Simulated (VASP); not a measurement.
# ZnS (P6_3mc) in VASP: notebook

ZnS is run at these levels: r2SCAN; tasks: single point.

Program: VASP 6.6.1. These are calculated values, not measurements. Logs are shortened: lines on timing, memory, paths and dates and some standing lists are left out, and cuts for length are marked.

### 1 The cell of the first run

It takes space group P6_3mc (No. 186, hexagonal). Conventional cell: a = 3.726 Å, b = 3.726 Å, c = 6.128 Å, α = 90.00°, β = 90.00°, γ = 120.00°. Within 3.0 Å of Zn (site symmetry 3m) lie 4 S at 2.29 Å. S (site symmetry 3m) has 4 Zn at 2.29 Å within 3.0 Å.

### 2 Single point, r2SCAN (18.42 Å³/atom)

Contents of POSCAR:

```
ZnS
1.0
    3.7260636183      0.0000000000      0.0000000000
   -1.8630318091      3.2268657496      0.0000000000
    0.0000000000      0.0000000000      6.1279210711
Zn S
2 2
Direct
    0.3333333333      0.6666666667      0.0057445949
    0.6666666667      0.3333333333      0.5057445949
    0.3333333333      0.6666666667      0.3792554051
    0.6666666667      0.3333333333      0.8792554051
```

Contents of INCAR.step1:

```
ALGO = Normal
EDIFF = 1E-4
ENCUT = 520
GGA = PE
ISMEAR = 0
LASPH = True
LCHARG = False
LREAL = False
LWAVE = True
NBANDS = 26
NELM = 100
PREC = Accurate
SIGMA = 0.02
```

Contents of INCAR.step2:

```
ALGO = Normal
EDIFF = 1E-6
ENCUT = 520
ISIF = 2
ISMEAR = 0
ISTART = 1
LASPH = True
LCHARG = False
LMIXTAU = True
LREAL = False
LWAVE = False
METAGGA = R2SCAN
NBANDS = 26
NELM = 100
PREC = Accurate
SIGMA = 0.02
```

Contents of KPOINTS:

```
k-points
0
Gamma
  6 6 4
```

Potentials or basis: VASP PAW PBE potentials, release 64 (Zn, S).

Command:

```sh
cat potpaw_PBE.64/Zn/POTCAR potpaw_PBE.64/S/POTCAR > POTCAR
cp INCAR.step1 INCAR
mpirun -np 1 vasp_std > vasp.out
cp INCAR.step2 INCAR
mpirun -np 1 vasp_std > vasp.out
```

OUTCAR:

```text
EDIFF = 1E-6
   ENCUT = 520
   ISIF = 2
   ISMEAR = 0
   ISTART = 1
   LASPH = True
   LREAL = False
   METAGGA = R2SCAN
   NELM = 100
   PREC = Accurate

 ion  position               nearest neighbor table
   1  0.333  0.667  0.006-   4 2.29   4 2.29   4 2.29   3 2.29
   2  0.667  0.333  0.506-   3 2.29   3 2.29   3 2.29   4 2.29
   3  0.333  0.667  0.379-   2 2.29   2 2.29   2 2.29   1 2.29
   4  0.667  0.333  0.879-   1 2.29   1 2.29   1 2.29   2 2.29

  LATTYP: Found a hexagonal cell.
 ALAT       =     3.7260636183
 C/A-ratio  =     1.6446098883

  Lattice vectors:

 A1 = (   3.7260636183,   0.0000000000,   0.0000000000)
 A2 = (  -1.8630318091,   3.2268657496,   0.0000000000)
 A3 = (   0.0000000000,   0.0000000000,   6.1279210711)

Analysis of symmetry for initial positions (statically):
=====================================================================
 Subroutine PRICEL returns:
 Original cell was already a primitive cell.

 Routine SETGRP: Setting up the symmetry group for a
 hexagonal supercell.

 Subroutine GETGRP returns: Found 12 space group operations
 (whereof  6 operations were pure point group operations)
 out of a pool of 24 trial point group operations.

The static configuration has the point symmetry C_3v.
 The point group associated with its full space group is C_6v.

Analysis of symmetry for dynamics (positions and initial velocities):
=====================================================================
 Subroutine PRICEL returns:
 Original cell was already a primitive cell.

 Routine SETGRP: Setting up the symmetry group for a
 hexagonal supercell.

 Subroutine GETGRP returns: Found 12 space group operations
 (whereof  6 operations were pure point group operations)
 out of a pool of 24 trial point group operations.

The dynamic configuration has the point symmetry C_3v.
 The point group associated with its full space group is C_6v.

 Subroutine INISYM returns: Found 12 space group operations
 (whereof  6 operations are pure point group operations),
 and found     1 'primitive' translations

----------------------------------------------------------------------------------------

                                     Primitive cell

  volume of cell :      73.6791

  direct lattice vectors                    reciprocal lattice vectors
     3.726063618  0.000000000  0.000000000     0.268379744  0.154949117  0.000000000
    -1.863031809  3.226865750  0.000000000     0.000000000  0.309898235  0.000000000
     0.000000000  0.000000000  6.127921071     0.000000000  0.000000000  0.163187480

  length of vectors
     3.726063618  3.726063618  6.127921071     0.309898235  0.309898235  0.163187480

  position of ions in fractional coordinates (direct lattice)
     0.333333333  0.666666667  0.005744595
     0.666666667  0.333333333  0.505744595
     0.333333333  0.666666667  0.379255405
     0.666666667  0.333333333  0.879255405

  ion indices of the primitive-cell ions
   primitive index   ion index
                 1           1
                 2           2
                 3           3
                 4           4

----------------------------------------------------------------------------------------

 KPOINTS: k-points

Automatic generation of k-mesh.
 Grid dimensions read from file:
 generate k-points for:    6    6    4

 Generating k-lattice:

  Cartesian coordinates                     Fractional coordinates (reciprocal lattice)
     0.044729957  0.025824853  0.000000000     0.166666667  0.000000000  0.000000000
     0.000000000  0.051649706  0.000000000     0.000000000  0.166666667  0.000000000
     0.000000000  0.000000000  0.040796870     0.000000000  0.000000000  0.250000000

  Length of vectors
     0.051649706  0.051649706  0.040796870

  Shift w.r.t. Gamma in fractional coordinates (k-lattice)
     0.000000000  0.000000000  0.000000000

 Subroutine IBZKPT returns following result:
 ===========================================

 Found     21 irreducible k-points:

 Following reciprocal coordinates:
            Coordinates               Weight
  0.000000  0.000000  0.000000      1.000000
  0.166667  0.000000  0.000000      6.000000
  0.333333  0.000000  0.000000      6.000000
  0.500000  0.000000  0.000000      3.000000
  0.166667  0.166667  0.000000      6.000000
  0.333333  0.166667  0.000000     12.000000
[... 13 lines left out ...]
  0.333333  0.166667  0.500000     12.000000
  0.333333  0.333333  0.500000      2.000000
   k-points           NKPTS =     21   k-points in BZ     NKDIM =     21   number of bands    NBANDS=     26
   number of dos      NEDOS =    301   number of ions     NIONS =      4
   total plane-waves  NPLWV =  37632
   dimension x,y,z NGX =    28 NGY =   28 NGZ =   48
   dimension x,y,z NGXF=    56 NGYF=   56 NGZF=   96
   ions per type =               2   2
   NGX,Y,Z   is equivalent  to a cutoff of  12.49, 12.49, 13.02 a.u.
   NGXF,Y,Z  is equivalent  to a cutoff of  24.99, 24.99, 26.04 a.u.
 SYSTEM =  unknown system
   PREC   = accura    normal or accurate (medium, high low for compatibility)
   ISTART =      1    job   : 0-new  1-cont  2-samecut
   ICHARG =      0    charge: 1-file 2-atom 10-const
   ISPIN  =      1    spin polarized calculation?
   LNONCOLLINEAR =      F non collinear calculations
   LSORBIT =      F    spin-orbit coupling
   LASPH  =      T    aspherical Exc in radial PAW
   ENCUT  =  520.0 eV  38.22 Ry    6.18 a.u.   6.93  6.93 11.39*2*pi/ulx,y,z
   NELM   =    100;   NELMIN=  2; NELMDL=  0     # of ELM steps
   EDIFF  = 0.1E-05   stopping-criterion for ELM
   LREAL  =      F    real-space projection
   EDIFFG = 0.1E-04   stopping-criterion for IOM
   NSW    =      0    number of steps for IOM
   IBRION =     -1    ionic relax: 0-MD 1-quasi-New 2-CG
   NFREE  =      0    steps in history (QN), initial steepest desc. (CG)
   ISIF   =      2    stress and relaxation
   ISYM   =      2    0-nonsym 1-usesym 2-fastsym
   POTIM  = 0.5000    time-step for ionic-motion
   TEBEG  =    0.0;   TEEND  =   0.0 temperature during run
   PSTRESS=    0.0 pullay stress
   NELECT =      36.0000    total number of electrons
   NUPDOWN=      -1.0000    fix difference up-down
   EMIN   =  10.00;   EMAX   =-10.00  energy-range for DOS
   EFERMI =   0.00;   METHOD = LEGACY
   ISMEAR =     0;   SIGMA  =   0.02  broadening in eV -4-tet -1-fermi 0-gaus
   EFERMI_NEDOS =   21; number of points for ismear=-14 and -15
   IALGO  =     38    algorithm
   IMIX   =      4    mixing-type and parameters
     AMIX     =   0.40;   BMIX     =  1.00
     AMIX_MAG =   1.60;   BMIX_MAG =  1.00
  volume/ion in A,a.u.               =      18.42       124.30
  Fermi-wavevector in a.u.,A,eV,Ry     =   1.289419  2.436649 22.621081  1.662603
  Thomas-Fermi vector in A             =   2.421313
   LORBIT       =      0    0 simple, 1 ext, 2 COOP (PROOUT), +10 PAW based schemes
   METAGGA = R2SCAN    functional components
   LHFCALC =     F    Hartree Fock is set to
   AEXX    =    0.0000 exact exchange contribution
   IVDW    =     0    specifies the selected vdW correction
   LEPSILON=     F    determine dielectric tensor
   LRPA    =     F    only Hartree local field effects (RPA)
 non-spin polarized calculation
 Gauss-broadening in eV      SIGMA  =   0.02
  energy-cutoff  :      520.00
  volume of cell :       73.68
 maximum number of plane-waves:      2012
 NGX is ok and might be reduce to    28
   NGX = 13   NGY = 13   NGZ = 23

 number of electron      36.0000016 magnetization

 Free energy of the ion-electron system (eV)
  ---------------------------------------------------
  ext. energy  EPLUGINS =         0.00000000
  ---------------------------------------------------
  free energy    TOTEN  =       -37.64412062 eV

  energy without entropy =      -37.64412062  energy(sigma->0) =      -37.64412062

 E-fermi :   2.6514     XC(G=0): -10.6296

 val. band max:        2.5298477501   @ k =   0.0000   0.0000   0.0000
 cond. band min:       5.6098761747   @ k =   0.0000   0.0000   0.0000
 fundamental gap:      3.0800284246
 Fermi energy:         2.6514431120

 k-point     1 :       0.0000    0.0000    0.0000
  band No.  band energies     occupation
      1     -11.6992      2.00000
      2     -10.6216      2.00000
      3      -4.2891      2.00000
      4      -4.2665      2.00000
      5      -4.2664      2.00000
      6      -4.1636      2.00000
[... 18 lines left out ...]
     25      10.7870      0.00000
     26      12.6997      0.00000

 k-point     2 :       0.1667    0.0000    0.0000
  band No.  band energies     occupation
      1     -11.4896      2.00000
      2     -10.5059      2.00000
      3      -4.2883      2.00000
      4      -4.2446      2.00000
      5      -4.2257      2.00000
      6      -4.1391      2.00000
[... 18 lines left out ...]
     25      11.3120      0.00000
     26      11.6983      0.00000

 k-point     3 :       0.3333    0.0000    0.0000
  band No.  band energies     occupation
      1     -10.9829      2.00000
      2     -10.2973      2.00000
      3      -4.2910      2.00000
      4      -4.1790      2.00000
      5      -4.1614      2.00000
      6      -3.9970      2.00000
[... 18 lines left out ...]
     25      11.8627      0.00000
     26      13.2438      0.00000

 k-point     4 :       0.5000    0.0000    0.0000
  band No.  band energies     occupation
      1     -10.6290      2.00000
      2     -10.2538      2.00000
      3      -4.2701      2.00000
      4      -4.1404      2.00000
      5      -4.0235      2.00000
      6      -3.9726      2.00000
[... 18 lines left out ...]
     25      12.3082      0.00000
     26      15.0183      0.00000
[... 409 lines left out ...]
      1     -10.7531      2.00000
      2     -10.7531      2.00000
      3      -4.2812      2.00000
      4      -4.2812      2.00000
      5      -4.1219      2.00000
      6      -4.1219      2.00000
[... 18 lines left out ...]
     25      11.5373      0.00000
     26      11.5373      0.00000

 k-point    20 :       0.3333    0.1667    0.5000
  band No.  band energies     occupation
      1     -10.4363      2.00000
      2     -10.4363      2.00000
      3      -4.2289      2.00000
      4      -4.2289      2.00000
      5      -4.0420      2.00000
      6      -4.0420      2.00000
[... 18 lines left out ...]
     25      12.4263      0.00000
     26      12.4263      0.00000

 k-point    21 :       0.3333    0.3333    0.5000
  band No.  band energies     occupation
      1     -10.3273      2.00000
      2     -10.3273      2.00000
      3      -4.1303      2.00000
      4      -4.1303      2.00000
      5      -4.0825      2.00000
      6      -4.0825      2.00000
[... 18 lines left out ...]
     25      12.8102      0.00000
     26      12.8102      0.00000

------------------------ aborting loop because EDIFF is reached ----------------------------------------

  FORCE on cell =-STRESS in cart. coord.  units (eV):
  Direction    XX          YY          ZZ          XY          YZ          ZX
  --------------------------------------------------------------------------------------
  -------------------------------------------------------------------------------------
  Total        2.5794054      2.5794054      2.5335425      0.0000000      0.0000000      0.0000000
  in kB       56.0900545     56.0900545     55.0927503      0.0000000      0.0000000      0.0000000
  external PRESSURE =      55.7576198 kB  Pullay stress =       0.0000000 kB

 VOLUME and BASIS-vectors are now :
 -----------------------------------------------------------------------------
  energy-cutoff  :      520.00
  volume of cell :       73.68
      direct lattice vectors                 reciprocal lattice vectors
     3.726063618  0.000000000  0.000000000     0.268379744  0.154949117  0.000000000
    -1.863031809  3.226865750  0.000000000     0.000000000  0.309898235  0.000000000
     0.000000000  0.000000000  6.127921071     0.000000000  0.000000000  0.163187480

 POSITION                                       TOTAL-FORCE (eV/Angst)
 -----------------------------------------------------------------------------------
     -0.00000      2.15124      0.03520         0.000000     -0.000000     -0.004278
      1.86303      1.07562      3.09916        -0.000000      0.000000     -0.004278
     -0.00000      2.15124      2.32405         0.000000     -0.000000      0.004278
      1.86303      1.07562      5.38801         0.000000     -0.000000      0.004278
 -----------------------------------------------------------------------------------
    total drift:                               -0.000001     -0.000001     -0.046576

  FREE ENERGIE OF THE ION-ELECTRON SYSTEM (eV)
  ---------------------------------------------------
  free  energy   TOTEN  =       -37.6441206190 eV

  energy  without entropy=      -37.6441206190  energy(sigma->0) =      -37.64412062
```

Wall time 2.2 min (1 thread of AMD EPYC 7R13 (Zen 3), shared host); peak memory 0.18 GiB.

What came out:

* Free energy: -37.6441 eV
* Pressure: 5.6 GPa
* Largest force: 0.004 eV/Å
* Band gap on the k mesh: 3.08 eV

Forces on the atoms (eV/Å):
```
Zn   0.000  0.000 -0.004
Zn   0.000  0.000 -0.004
S    0.000  0.000  0.004
S    0.000  0.000  0.004
```

Caveat: the cell stands under pressure; the PAW data sets were made with another functional, which shifts forces and pressure a little.

### 3 Single point, r2SCAN (19.01 Å³/atom)

This run uses another cell than the first one, of 19.01 Å³/atom.

Contents of POSCAR:

```
ZnS
1.0
    3.7682673934      0.0000000000      0.0000000000
   -1.8841336967      3.2634152910      0.0000000000
    0.0000000000      0.0000000000      6.1826427157
Zn S
2 2
Direct
    0.3333333333      0.6666666667      0.0053880705
    0.6666666667      0.3333333333      0.5053880705
    0.3333333333      0.6666666667      0.3796119295
    0.6666666667      0.3333333333      0.8796119295
```

Contents of INCAR.step1:

```
SYSTEM = ZnS
PREC = Accurate
ENCUT = 520
ISMEAR = 0
SIGMA = 0.02
LREAL = .FALSE.
LASPH = .TRUE.
NELM = 60
NBANDS = 26
GGA = PE
ALGO = Normal
EDIFF = 1E-4
LWAVE = .TRUE.
LCHARG = .FALSE.
```

Contents of INCAR.step2:

```
SYSTEM = ZnS
PREC = Accurate
ENCUT = 520
EDIFF = 1E-6
ISMEAR = 0
SIGMA = 0.02
LREAL = .FALSE.
LASPH = .TRUE.
NELM = 60
ALGO = Normal
ISIF = 2
LWAVE = .FALSE.
LCHARG = .FALSE.
METAGGA = R2SCAN
LMIXTAU = .TRUE.
NBANDS = 26
ISTART = 1
```

Contents of KPOINTS:

```
regular mesh
0
G
  6 6 4
  0 0 0
```

Potentials or basis: VASP PAW PBE potentials, release 64 (Zn, S).

Command:

```sh
cat potpaw_PBE.64/Zn/POTCAR potpaw_PBE.64/S/POTCAR > POTCAR
cp INCAR.step1 INCAR
mpirun -np 1 vasp_std > vasp.out
cp INCAR.step2 INCAR
mpirun -np 1 vasp_std > vasp.out
```

It took 2.7 min on 1 thread of AMD EPYC 7R13 (Zen 3), shared host; peak memory 0.18 GiB.

Results (log left out):

- Free energy: -37.7031 eV
- Pressure: 2.6 GPa
- Band gap on the k mesh: 2.93 eV

Levels at points of the mesh, in eV from the valence-band top:
```tsv
k point	band 16	band 17	band 18	band 19	band 20	band 21
(0.00, 0.00, 0.00)	-0.09	0.00	0.00	2.93	3.67	6.77
(0.50, 0.00, 0.00)	-2.43	-1.82	-0.96	4.01	4.85	5.42
(0.00, 0.00, 0.50)	-0.51	-0.51	-0.51	4.20	4.20	7.24
(0.50, 0.00, 0.50)	-1.76	-1.75	-1.75	3.96	3.96	5.63
```

Caveat: the PAW data sets were made with another functional, which shifts forces and pressure a little.
